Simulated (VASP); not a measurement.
# ZnF2 (P4_2/mnm) in VASP: notebook, part 2 of 2

VASP 6.6.1. Earlier steps stand in the parts before.

## (3) Relaxation of cell and atoms, PBE

This run uses another cell than the first one, of 11.56 Å³/atom.

INCAR

```
  PREC = Accurate
  ENCUT = 600
  EDIFF = 1E-7
  ISMEAR = 1
  SIGMA = 0.15
  LREAL = False
  LASPH = True
  NELM = 120
  ALGO = Normal
  ISIF = 3
  LWAVE = False
  LCHARG = False
  GGA = PE
  IBRION = 2
  NSW = 100
  EDIFFG = -0.002
  GGA_COMPAT = False
  NELMIN = 4
```

KPOINTS

```
regular mesh
0
Gamma
  4 4 6
```

POSCAR

```
ZnF2
1.0
    4.7048000000      0.0000000000      0.0000000000
    0.0000000000      4.7048000000      0.0000000000
    0.0000000000      0.0000000000      3.1338000000
Zn F
2 4
Direct
    0.0000000000      0.0000000000      0.0000000000
    0.5000000000      0.5000000000      0.5000000000
    0.3024000000      0.3024000000      0.0000000000
    0.1976000000      0.8024000000      0.5000000000
    0.6976000000      0.6976000000      0.0000000000
    0.8024000000      0.1976000000      0.5000000000
```

Potentials or basis: VASP PAW PBE potentials, release 64 (Zn, F).

On the command line:

```console
> cat potpaw_PBE.64/Zn/POTCAR potpaw_PBE.64/F/POTCAR > POTCAR
> mpirun -np 1 vasp_std > vasp.out
```

OUTCAR:

```text
PREC = Accurate
   ENCUT = 600
   EDIFF = 1E-7
   ISMEAR = 1
   LREAL = False
   LASPH = True
   NELM = 120
   ISIF = 3
   GGA = PE
   IBRION = 2
   NSW = 100
   EDIFFG = -0.002
   NELMIN = 4

 ion  position               nearest neighbor table
   1  0.000  0.000  0.000-   3 2.01   5 2.01   4 2.05   6 2.05   4 2.05   6 2.05
   2  0.500  0.500  0.500-   4 2.01   6 2.01   5 2.05   3 2.05   3 2.05   5 2.05
   3  0.302  0.302  0.000-   1 2.01   2 2.05   2 2.05
   4  0.198  0.802  0.500-   2 2.01   1 2.05   1 2.05
   5  0.698  0.698  0.000-   1 2.01   2 2.05   2 2.05
   6  0.802  0.198  0.500-   2 2.01   1 2.05   1 2.05

  LATTYP: Found a simple tetragonal cell.
 ALAT       =     4.7048000000
 C/A-ratio  =     0.6660856997

  Lattice vectors:

 A1 = (   4.7048000000,   0.0000000000,   0.0000000000)
 A2 = (   0.0000000000,   4.7048000000,   0.0000000000)
 A3 = (   0.0000000000,   0.0000000000,   3.1338000000)

Analysis of symmetry for initial positions (statically):
=====================================================================
 Subroutine PRICEL returns:
 Original cell was already a primitive cell.

 Routine SETGRP: Setting up the symmetry group for a
 simple tetragonal supercell.

 Subroutine GETGRP returns: Found 16 space group operations
 (whereof  8 operations were pure point group operations)
 out of a pool of 16 trial point group operations.

The static configuration has the point symmetry D_2h.
 The point group associated with its full space group is D_4h.

Analysis of symmetry for dynamics (positions and initial velocities):
=====================================================================
 Subroutine PRICEL returns:
 Original cell was already a primitive cell.

 Routine SETGRP: Setting up the symmetry group for a
 simple tetragonal supercell.

 Subroutine GETGRP returns: Found 16 space group operations
 (whereof  8 operations were pure point group operations)
 out of a pool of 16 trial point group operations.

The dynamic configuration has the point symmetry D_2h.
 The point group associated with its full space group is D_4h.

 Subroutine INISYM returns: Found 16 space group operations
 (whereof  8 operations are pure point group operations),
 and found     1 'primitive' translations

----------------------------------------------------------------------------------------

                                     Primitive cell

  volume of cell :      69.3671

  direct lattice vectors                    reciprocal lattice vectors
     4.704800000  0.000000000  0.000000000     0.212548886  0.000000000  0.000000000
     0.000000000  4.704800000  0.000000000     0.000000000  0.212548886  0.000000000
     0.000000000  0.000000000  3.133800000     0.000000000  0.000000000  0.319101410

  length of vectors
     4.704800000  4.704800000  3.133800000     0.212548886  0.212548886  0.319101410

  position of ions in fractional coordinates (direct lattice)
     0.000000000  0.000000000  0.000000000
     0.500000000  0.500000000  0.500000000
     0.302400000  0.302400000  0.000000000
     0.197600000  0.802400000  0.500000000
     0.697600000  0.697600000  0.000000000
     0.802400000  0.197600000  0.500000000

  ion indices of the primitive-cell ions
   primitive index   ion index
                 1           1
                 2           2
                 3           3
                 4           4
                 5           5
[... 22 lines left out ...]

 Subroutine IBZKPT returns following result:
 ===========================================

 Found     24 irreducible k-points:

 Following reciprocal coordinates:
            Coordinates               Weight
  0.000000  0.000000  0.000000      1.000000
  0.250000  0.000000  0.000000      4.000000
  0.500000  0.000000  0.000000      2.000000
  0.250000  0.250000  0.000000      4.000000
  0.500000  0.250000  0.000000      4.000000
  0.500000  0.500000  0.000000      1.000000
[... 16 lines left out ...]
  0.500000  0.250000  0.500000      4.000000
  0.500000  0.500000  0.500000      1.000000
   k-points           NKPTS =     24   k-points in BZ     NKDIM =     24   number of bands    NBANDS=     31
   number of dos      NEDOS =    301   number of ions     NIONS =      6
   total plane-waves  NPLWV =  44800
   dimension x,y,z NGX =    40 NGY =   40 NGZ =   28
   dimension x,y,z NGXF=    80 NGYF=   80 NGZF=   56
   ions per type =               2   4
   NGX,Y,Z   is equivalent  to a cutoff of  14.13, 14.13, 14.85 a.u.
   NGXF,Y,Z  is equivalent  to a cutoff of  28.27, 28.27, 29.71 a.u.
 SYSTEM =  unknown system
   PREC   = accura    normal or accurate (medium, high low for compatibility)
   ISTART =      0    job   : 0-new  1-cont  2-samecut
   ICHARG =      2    charge: 1-file 2-atom 10-const
   ISPIN  =      1    spin polarized calculation?
   LNONCOLLINEAR =      F non collinear calculations
   LSORBIT =      F    spin-orbit coupling
   LASPH  =      T    aspherical Exc in radial PAW
   ENCUT  =  600.0 eV  44.10 Ry    6.64 a.u.   9.40  9.40  6.26*2*pi/ulx,y,z
   NELM   =    120;   NELMIN=  4; NELMDL= -5     # of ELM steps
   EDIFF  = 0.1E-06   stopping-criterion for ELM
   LREAL  =      F    real-space projection
   EDIFFG = -.2E-02   stopping-criterion for IOM
   NSW    =    100    number of steps for IOM
   IBRION =      2    ionic relax: 0-MD 1-quasi-New 2-CG
   NFREE  =      1    steps in history (QN), initial steepest desc. (CG)
   ISIF   =      3    stress and relaxation
   ISYM   =      2    0-nonsym 1-usesym 2-fastsym
   POTIM  = 0.5000    time-step for ionic-motion
   TEBEG  =    0.0;   TEEND  =   0.0 temperature during run
   PSTRESS=    0.0 pullay stress
   NELECT =      52.0000    total number of electrons
   NUPDOWN=      -1.0000    fix difference up-down
   EMIN   =  10.00;   EMAX   =-10.00  energy-range for DOS
   EFERMI =   0.00;   METHOD = LEGACY
   ISMEAR =     1;   SIGMA  =   0.15  broadening in eV -4-tet -1-fermi 0-gaus
   EFERMI_NEDOS =   21; number of points for ismear=-14 and -15
   IALGO  =     38    algorithm
   IMIX   =      4    mixing-type and parameters
     AMIX     =   0.40;   BMIX     =  1.00
     AMIX_MAG =   1.60;   BMIX_MAG =  1.00
  volume/ion in A,a.u.               =      11.56        78.02
  Fermi-wavevector in a.u.,A,eV,Ry     =   1.487161  2.810327 30.091308  2.211649
  Thomas-Fermi vector in A             =   2.600357
   LORBIT       =      0    0 simple, 1 ext, 2 COOP (PROOUT), +10 PAW based schemes
   GGA     = PE    functional components
   LHFCALC =     F    Hartree Fock is set to
   AEXX    =    0.0000 exact exchange contribution
   IVDW    =     0    specifies the selected vdW correction
   LEPSILON=     F    determine dielectric tensor
   LRPA    =     F    only Hartree local field effects (RPA)
 conjugate gradient relaxation of ions
 non-spin polarized calculation
 Methfessel and Paxton  Order N= 1 SIGMA  =   0.15
  energy-cutoff  :      600.00
  volume of cell :       69.37
 maximum number of plane-waves:      2340
 NGX is ok and might be reduce to    40
   NGX = 19   NGY = 19   NGZ = 13

--------------------------------------- Ionic step        1  -------------------------------------------

 number of electron      52.0000017 magnetization

 Free energy of the ion-electron system (eV)
  ---------------------------------------------------
  ext. energy  EPLUGINS =         0.00000000
  ---------------------------------------------------
  free energy    TOTEN  =       -23.16266564 eV

  energy without entropy =      -23.16917977  energy(sigma->0) =      -23.16483702

 E-fermi :  -1.1021     XC(G=0): -10.2770

 val. band max:       -1.1060919747   @ k =   0.0000   0.0000   0.0000
 cond. band min:       2.3708983231   @ k =   0.0000   0.0000   0.0000
 fundamental gap:      3.4769902978
 Fermi energy:        -1.1021254317

 k-point     1 :       0.0000    0.0000    0.0000
  band No.  band energies     occupation
      1     -23.0142      2.00000
      2     -22.2447      2.00000
      3     -22.2447      2.00000
      4     -22.1999      2.00000
      5      -7.3789      2.00000
      6      -6.4863      2.00000
[... 918 lines left out ...]
  FREE ENERGIE OF THE ION-ELECTRON SYSTEM (eV)
  ---------------------------------------------------
  free  energy   TOTEN  =       -23.2359998585 eV

  energy  without entropy=      -23.2426556370  energy(sigma->0) =      -23.23821845

[... ionic steps 4 to 9 ...]

--------------------------------------- Ionic step       10  -------------------------------------------

 number of electron      51.9999972 magnetization

------------------------ aborting loop because EDIFF is reached ----------------------------------------
[... 75 lines left out ...]
--------------------------------------- Ionic step       12  -------------------------------------------

 number of electron      51.9999972 magnetization

 Free energy of the ion-electron system (eV)
  ---------------------------------------------------
  ext. energy  EPLUGINS =         0.00000000
  ---------------------------------------------------
  free energy    TOTEN  =       -23.23839660 eV

  energy without entropy =      -23.24548421  energy(sigma->0) =      -23.24075913

 E-fermi :  -1.6826     XC(G=0):  -9.9774

 val. band max:       -1.7422467618   @ k =   0.0000   0.0000   0.0000
 cond. band min:       1.6973619898   @ k =   0.0000   0.0000   0.0000
 fundamental gap:      3.4396087516
 Fermi energy:        -1.6825809177

 k-point     1 :       0.0000    0.0000    0.0000
  band No.  band energies     occupation
      1     -23.1165      2.00000
      2     -22.4416      2.00000
      3     -22.4416      2.00000
      4     -22.4168      2.00000
      5      -7.4266      2.00000
      6      -6.6714      2.00000
[... 838 lines left out ...]
  FREE ENERGIE OF THE ION-ELECTRON SYSTEM (eV)
  ---------------------------------------------------
  free  energy   TOTEN  =       -23.2383965967 eV

  energy  without entropy=      -23.2454842115  energy(sigma->0) =      -23.24075913

 reached required accuracy - stopping structural energy minimisation
```

It took 4.7 min on 1 thread of Intel Xeon Platinum 8375C at 2.90GHz (Ice Lake), shared host; peak memory 0.23 GiB.

What came out:

```
Free energy                           : -23.2384 eV
Relaxed volume                        : 12.23 Å³/atom
Relaxed cell                          : a = 4.801 Å, b = 4.801 Å, c = 3.185 Å, α = 90.00°, β = 90.00°, γ = 90.00°
Space group after relaxing (to 0.1 Å) : P4_2/mnm (No. 136)
Energy gained by relaxing             : 12.6 meV/atom
Ionic steps                           : 12
Pressure after relaxing               : 0.0 GPa
Band gap on the k mesh                : 3.44 eV
```

Step by step:
| step | energy change (eV) | largest force (eV/Å) | pressure (GPa) | volume (Å³) |
| --- | --- | --- | --- | --- |
| 1 | 0.0000 | 0.0084 | 6.38 | 69.37 |
| 2 | -0.0702 | 0.0918 | -1.15 | 74.09 |
| 3 | -0.0733 | 0.0787 | 0.04 | 73.23 |
| 4 | -0.0733 | 0.0799 | -0.08 | 73.31 |
| 5 | -0.0745 | 0.0556 | -0.05 | 73.35 |
| 6 | -0.0757 | 0.0041 | -0.03 | 73.47 |
| 7 | -0.0757 | 0.0023 | -0.08 | 73.47 |
| 8 | -0.0757 | 0.0005 | -0.08 | 73.46 |
| 9 | -0.0757 | 0.0018 | 0.06 | 73.37 |
| 10 | -0.0757 | 0.0014 | 0.01 | 73.41 |
| 11 | -0.0757 | 0.0014 | 0.02 | 73.41 |
| 12 | -0.0757 | 0.0008 | 0.01 | 73.41 |

Final structure:
```
Zn F
1.0
     4.80095    0.00000    0.00000
     0.00000    4.80095    0.00000
     0.00000    0.00000    3.18493
Zn F
2 4
Direct
  0.00000 0.00000 0.00000
  0.50000 0.50000 0.50000
  0.30422 0.30422 0.00000
  0.19578 0.80422 0.50000
  0.69578 0.69578 0.00000
  0.80422 0.19578 0.50000
```

A hybrid or GW would open this gap; PBE tends to underestimate it. PBE usually gives volumes a little too large and moduli too small.
